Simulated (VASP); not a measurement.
Crystal: LiF.

```
Li F
1.0
     0.00000    2.01400    2.01400
     2.01400    0.00000    2.01400
     2.01400    2.01400    0.00000
Li F
1 1
Cartesian
  0.0000 0.0000 0.0000
  2.0140 2.0140 2.0140
```

Base run:

- Program: VASP 6.6.1
- Functional: PBEsol
- Potentials or basis: VASP PAW PBE potentials, release 64 (Li_sv, F)
- Cutoff: 520 eV
- k mesh: 10 × 10 × 10
- Occupations: fermi-dirac, width 0.03 eV
- Spin: no spin polarisation

Its results: band gap on the k mesh 8.92 eV, direct.

Question: After a change of settings the same cell gave: band gap on the k mesh 9.00 eV, indirect (the least direct gap lies 0.7 meV higher). Which change was it?
A. k mesh from 10 × 10 × 10 to 10 × 10 × 10, shifted; further incar settings from ALGO = Normal; EDIFF = 1e-06; NBANDS = 12 to ALGO = Normal; EDIFF = 1e-06; NBANDS = 12; ISYM = 0
B. functional from PBEsol to LDA; potentials or basis from VASP PAW PBE potentials, release 64 (Li_sv, F) to VASP PAW LDA potentials, release 64 (Li_sv, F)
C. functional from PBEsol to r2SCAN; further incar settings from ALGO = Normal; EDIFF = 1e-06; NBANDS = 12 to ALGO = Normal; EDIFF = 1e-08; NBANDS = 12

Answer: A.
